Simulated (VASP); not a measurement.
Write the native input for VASP 6.6.1 that does the following.

- Task: electric field gradients
- Functional: PBE
- Potentials or basis: VASP PAW PBE potentials, release 64 (Ag, Cl)
- Cutoff: 520 eV
- k mesh: 8 × 8 × 8
- Occupations: fermi-dirac, width 0.02 eV
- Spin: no spin polarisation
- Dipole correction: no
- Further INCAR settings: ALGO = Normal; EDIFF = 1e-08; NBANDS = 16

The structure of AgCl lies in POSCAR:

```
AgCl
1.0
    0.0000000000      2.7545376942      2.7545376942
    2.7545376942      0.0000000000      2.7545376942
    2.7545376942      2.7545376942      0.0000000000
Ag Cl
1 1
Direct
    0.5000000000      0.5000000000      0.5000000000
    0.0000000000      0.0000000000      0.0000000000
```

This cell differs from its parent crystal: volume scaled by 0.98.

These files were run (other wordings do the same):

INCAR

```
  PREC = Accurate
  ENCUT = 520
  EDIFF = 1E-8
  ISMEAR = -1
  SIGMA = 0.02
  LREAL = F
  LASPH = T
  NELM = 60
  ALGO = Normal
  ISIF = 2
  LWAVE = F
  LCHARG = F
  GGA = PE
  LEFG = T
  NBANDS = 16
```

KPOINTS

```
Automatic mesh
0
Gamma
  8 8 8
```

Potentials or basis: VASP PAW PBE potentials, release 64 (Ag, Cl).

The run is started by

```sh
$ cat potpaw_PBE.64/Ag/POTCAR potpaw_PBE.64/Cl/POTCAR > POTCAR
$ mpirun -np 1 vasp_std > vasp.out
```

It gave:

| Item | Value |
| --- | --- |
| Pressure | 2.5 GPa |
| Band gap on the k mesh | 0.90 eV, indirect (least direct gap 3.25 eV) |

Caveat: without QUAD_EFG the Cq values of the log hold for a quadrupole moment of 1 mb, not for the nuclei.

Run time: 11 s on 1 thread of Intel(R) Xeon(R) 6975P-C (Granite Rapids), with other jobs on the host, peak memory 0.17 GiB.
